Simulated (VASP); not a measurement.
Wanted: the native input for a VASP 6.6.1 run.

- Task: single point
- Functional: BLYP
- Potentials or basis: VASP PAW PBE potentials, release 64 (Te)
- Cutoff: 520 eV
- k mesh: 11 × 11 × 11
- Occupations: fermi-dirac, width 0.1 eV
- Spin: no spin polarisation
- Dipole correction: no
- Further INCAR settings: ALGO = Normal; EDIFF = 1e-07; NBANDS = 9

The structure of Te lies in POSCAR:

```
Te
1.0
    3.2945378932      0.0000000000      0.0000000000
    0.0000000000      3.2945378932      0.0000000000
    0.0000000000      0.0000000000      3.2945378932
Te
1
Direct
    0.0000000000      0.0000000000      0.0000000000
```

This isn't the form of Te at room conditions, which is trigonal, of chains.

One way to write it, as run:

INCAR

```
SYSTEM = Te
  PREC = Accurate
  ENCUT = 520
  EDIFF = 1E-7
  ISMEAR = -1
  SIGMA = 0.1
  LREAL = .FALSE.
  LASPH = .TRUE.
  NELM = 60
  ALGO = Normal
  ISIF = 2
  LWAVE = .FALSE.
  LCHARG = .TRUE.
  GGA = B5
  ALDAX = 1.0
  AGGAX = 1.0
  AGGAC = 1.0
  ALDAC = 0.0
  LELF = .TRUE.
  LVHAR = .TRUE.
  NBANDS = 9
```

KPOINTS

```
Automatic mesh
0
G
  11 11 11
  0 0 0
```

Potentials or basis: VASP PAW PBE potentials, release 64 (Te).

Run with:

```sh
$ cat potpaw_PBE.64/Te/POTCAR > POTCAR
$ mpirun -np 1 vasp_std > vasp.out
```

Results of the run:

The pressure is 0.1 GPa. The band gap on the k mesh is zero (bands 3 and 4 overlap by 4.74 eV).

Caveat: the PAW data sets were made with another functional, which shifts forces and pressure a little; spin-orbit coupling is left out, which moves the levels of the heavy elements.

Run time: 20 s on 1 thread of AMD EPYC 7R43 64-Core Processor (Zen 3), on a shared host, peak memory 0.13 GiB.
